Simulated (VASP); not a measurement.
A run of VASP 6.6.1 is set up as follows.

The input INCAR:

```
ALGO     = Normal         # electronic algorithm
EDIFF    = 1E-7           # SCF threshold, eV
ENCUT    = 520            # plane-wave cutoff, eV
GGA      = PE             # functional
ISIF     = 2              # what is computed and relaxed
ISMEAR   = -1             # smearing method
LASPH    = T              # aspherical terms in the spheres
LCHARG   = T              # write CHGCAR
LELF     = T              # ELF
LREAL    = F              # projectors in reciprocal space
LVHAR    = T            
LWAVE    = F              # write WAVECAR
NBANDS   = 10             # bands
NELM     = 100            # most SCF steps
PREC     = Accurate       # precision mode
SIGMA    = 0.05           # smearing width, eV
```

File KPOINTS:

```
k-points
0
Gamma
  9 9 9
```

File POSCAR:

```
MgB
1.0
    2.8951500000      0.0000000000      0.0000000000
    0.0000000000      2.8951500000      0.0000000000
    0.0000000000      0.0000000000      2.8951500000
Mg B
1 1
Direct
    0.0000000000      0.0000000000      0.0000000000
    0.5000000000      0.5000000000      0.5000000000
```

Potentials or basis: VASP PAW PBE potentials, release 64 (Mg, B).

Launch:

```console
$ cat potpaw_PBE.64/Mg/POTCAR potpaw_PBE.64/B/POTCAR > POTCAR
$ mpirun -np 1 vasp_std > vasp.out
```

(1) Predict the pressure.

Results:

(1) -0.1 GPa.
